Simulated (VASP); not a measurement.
Write the native input for VASP 6.6.1 that does the following.

| Item | Value |
| --- | --- |
| Task | single point |
| Functional | PBE |
| Potentials or basis | VASP PAW PBE potentials, release 64 (Sb) |
| Cutoff | 520 eV |
| k mesh | 6 × 6 × 1 |
| Occupations | gaussian, width 0.01 eV |
| Spin | no spin polarisation |
| Dipole correction | yes |
| Further INCAR settings | ALGO = Normal; EDIFF = 1e-06; NBANDS = 12 |

The structure of Sb lies in POSCAR:

```
Sb
1.0
    4.1051829493      0.0000000000      0.0000000000
   -2.0525914747      3.5551927213      0.0000000000
    0.0000000000      0.0000000000     26.8552477996
Sb
2
Direct
    0.3333333333      0.6666666667      0.3149797942
    0.6666666667      0.3333333333      0.3749272228
```

The input as run:

INCAR

```
ALGO     = Normal         # electronic algorithm
DIPOL    = 0.5 0.5 0.345
EDIFF    = 1E-6           # SCF threshold, eV
ENCUT    = 520            # plane-wave cutoff, eV
GGA      = PE             # functional
IDIPOL   = 3            
ISIF     = 2              # what is computed and relaxed
ISMEAR   = 0              # smearing method
LASPH    = True           # aspherical terms in the spheres
LCHARG   = False          # write CHGCAR
LDIPOL   = True         
LREAL    = False          # projectors in reciprocal space
LWAVE    = False          # write WAVECAR
NBANDS   = 12             # bands
NELM     = 80             # most SCF steps
PREC     = Accurate       # precision mode
SIGMA    = 0.01           # smearing width, eV
```

KPOINTS

```
k-points
0
Gamma
  6 6 1
```

Potentials or basis: VASP PAW PBE potentials, release 64 (Sb).

Run with:

```bash
$ cat potpaw_PBE.64/Sb/POTCAR > POTCAR
$ mpirun -np 1 vasp_std > vasp.out
```

Results of the run:

```
Largest force          : 0.348 eV/Å
Band gap on the k mesh : 1.36 eV, indirect (least direct gap 1.60 eV)
```

Caveat: spin-orbit coupling is left out, which moves the levels of the heavy elements.

It took 27 s on 1 thread of Intel(R) Xeon(R) 6975P-C (Granite Rapids), on a shared host, peak memory 0.44 GiB.
